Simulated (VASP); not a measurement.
# Cr: electric field gradients with PBE

The system is Cr.

```
Cr
1.0
    -1.44195    1.44195    1.44195
     1.44195   -1.44195    1.44195
     1.44195    1.44195   -1.44195
Cr
1
Direct
  0.00000 0.00000 0.00000
```

| Item | Value |
| --- | --- |
| Program | VASP 6.6.1 |
| Task | electric field gradients |
| Functional | PBE |
| Potentials or basis | VASP PAW PBE potentials, release 64 (Cr_pv) |
| Cutoff | 520 eV |
| k mesh | 18 × 18 × 18 |
| Occupations | fermi-dirac, width 0.08 eV |
| Spin | collinear spin, ferromagnetic start |
| Starting moments | [3.0] μB |
| Dipole correction | no |
| Further INCAR settings | ALGO = Normal; EDIFF = 1e-08; NBANDS = 16 |

```yaml
Pressure: -9.2 GPa
Band_gap_on_the_k_mesh: zero (filled and empty bands overlap)
Net_moment: 0.00 μB per cell
Largest_electric_field_gradient_by_atom: zero within the noise of the run
Valence_electrons_inside_the_program's_atomic_spheres: Cr 10.98
```

Levels at points of the mesh, in eV from the Fermi level:
Spin up:
```tsv
k point	band 3	band 4	band 5	band 6	band 7	band 8	band 9	band 10
(0.00, 0.00, 0.00)	-42.78	-7.72	-0.87	-0.87	-0.87	1.09	1.09	7.08
(0.50, 0.00, 0.00)	-42.79	-4.25	-2.34	1.02	1.08	1.40	2.68	7.07
(0.50, 0.50, 0.50)	-43.34	-4.09	-4.09	2.31	2.31	2.31	7.08	10.27
```
Spin down:
```
           k point  band 3  band 4  band 5  band 6  band 7  band 8  band 9  band 10
(0.00, 0.00, 0.00)  -42.78   -7.72   -0.87   -0.87   -0.87    1.09    1.09     7.08
(0.50, 0.00, 0.00)  -42.79   -4.25   -2.34    1.02    1.08    1.40    2.68     7.07
(0.50, 0.50, 0.50)  -43.34   -4.09   -4.09    2.31    2.31    2.31    7.08    10.27
```

Run time: 67 s on 1 thread of AMD EPYC 7R13 Processor (Zen 3), with other jobs on the host, peak memory 0.14 GiB.

Caveat: the cell stands under tension.
